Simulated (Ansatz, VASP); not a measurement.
## Two plane-wave programs on Mg3MoBr2

Contents of INCAR:

```
PREC     = Accurate       # precision mode
ENCUT    = 520            # plane-wave cutoff, eV
EDIFF    = 1E-6           # SCF threshold, eV
ISMEAR   = 0              # smearing method
SIGMA    = 0.1            # smearing width, eV
LREAL    = F              # projectors in reciprocal space
LASPH    = T              # aspherical terms in the spheres
NELM     = 150            # most SCF steps
ALGO     = Normal         # electronic algorithm
ISIF     = 2              # what is computed and relaxed
LWAVE    = F              # write WAVECAR
LCHARG   = T              # write CHGCAR
ISPIN    = 2              # spin polarisation
MAGMOM   = 0 0 0 1 0 0    # initial moments
LORBIT   = 11             # projections on sites
LMAXMIX  = 4              # l up to which the mixer works
GGA      = PE             # functional
LELF     = T              # ELF
LVHAR    = T            
NBANDS   = 30             # bands
```

The input KPOINTS:

```
regular mesh
0
Gamma
  4 4 2
```

POSCAR

```
Mg3MoBr2
1.0
    4.2384512700      0.0000000000      0.0000000000
    0.0000000000      4.2384512700      0.0000000000
    0.0000000000      0.0000000000      7.6137017500
Mg Mo Br
3 1 2
Direct
    0.5000000000      0.5000000000      0.7514074900
    0.5000000000      0.5000000000      0.2485925100
    0.0000000000      0.0000000000      0.0000000000
    0.5000000000      0.5000000000      0.5000000000
    0.0000000000      0.0000000000      0.5000000000
    0.5000000000      0.5000000000      0.0000000000
```

Input for Ansatz:

```yaml
crystal:
  lattice:
    - [4.23845127, 0.0, 0.0]
    - [0.0, 4.23845127, 0.0]
    - [0.0, 0.0, 7.61370175]
  atoms:
    - { symbol: Mg, position: [0.5, 0.5, 0.75140749] }
    - { symbol: Mg, position: [0.5, 0.5, 0.24859251] }
    - { symbol: Mg, position: [0.0, 0.0, 0.0] }
    - { symbol: Mo, position: [0.5, 0.5, 0.5], spin: 1.0 }
    - { symbol: Br, position: [0.0, 0.0, 0.5] }
    - { symbol: Br, position: [0.5, 0.5, 0.0] }
basis:
  ecutwfc: 420
kpoints:
  mp_grid: { grid: [4, 4, 2] }
hamiltonian:
  xc: pbe
scf:
  occupations: { method: gaussian, width: 0.1 }
  lower_state_search: "off"
output:
  forces: true
  stress: true
  eigenvalues: true
  populations: true
magnetization:
  spin_polarized: true
```

Alike in both runs: task single point; functional PBE; k mesh 4 × 4 × 2; occupations gaussian, width 0.1 eV; collinear spin.

|  | VASP | Ansatz |
| --- | --- | --- |
| version | VASP 6.6.1 | Ansatz 0.2.0 |
| potentials or method | VASP PAW PBE potentials, release 64 (Mg, Mo_sv, Br), cutoff 520 eV | scalar-relativistic, plane waves, PAW |
| valence electrons in the cell | 34 | 58 |

```csv
,VASP,Ansatz,Ansatz less VASP
gap on the k mesh at the Fermi level (eV),none,none,-
rms of the force components (eV/Å),0.111,0.095,-0.0169
net moment per atom (μB),0.20,0.25,+0.048
size of the moment on the site where the two differ most (μB),1.20,0.73,-0.478
```

Site moments also hang on the region over which each program counts them. Atom by atom the forces differ by 0.017 eV/Å (rms over components). A gap of «none» marks a metal or a gap that the smearing closes. VASP's potentials hold 34 valence electrons a cell and Ansatz's 58, so a difference there can come from the potentials and not from the codes.

The k mesh is coarse, so the values compare programs but aren't converged.
